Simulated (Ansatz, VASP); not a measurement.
BaTe in VASP and in Ansatz

```xyz
2
Lattice="-0.0177 3.5324 3.5324 3.5324 -0.0177 3.5324 3.5147 3.5147 0.0000" Properties=species:S:1:pos:R:3 pbc="T T T"
Ba    0.0000    0.0000    0.0000
Te    3.5147    3.5147    3.5324
```

Change from the starting cell: shear_xy strain -1.0%.

Alike in both runs: task single point; functional r2SCAN; k mesh 6 × 6 × 6; no spin polarisation.

|  | VASP | Ansatz |
| --- | --- | --- |
| version | VASP 6.6.1 | Ansatz 0.2.0 |
| potentials or method | VASP PAW PBE potentials, release 64 (Ba_sv, Te) | plane waves, PAW |
| plane-wave cutoff (eV) | 520 | 500 |
| occupations | gaussian, width 0.01 eV | fixed |
| valence electrons in the cell | 16 | 26 |

Ansatz gave:

* gap on the k mesh at the Fermi level (eV): 1.99
* pressure (GPa): 0.0
* traceless stress, the component that is largest in VASP (GPa): 0.12

**Question.** Which values does VASP return?

**Answer.** gap on the k mesh at the Fermi level (eV): 1.91; pressure (GPa): 0.3; traceless stress, the component that is largest in VASP (GPa): 0.12.

VASP's potentials were made for PBE, not for r2SCAN. VASP's potentials hold 16 valence electrons a cell and Ansatz's 26, so a difference there can come from the potentials and not from the codes.

Neither program's run includes spin-orbit coupling.
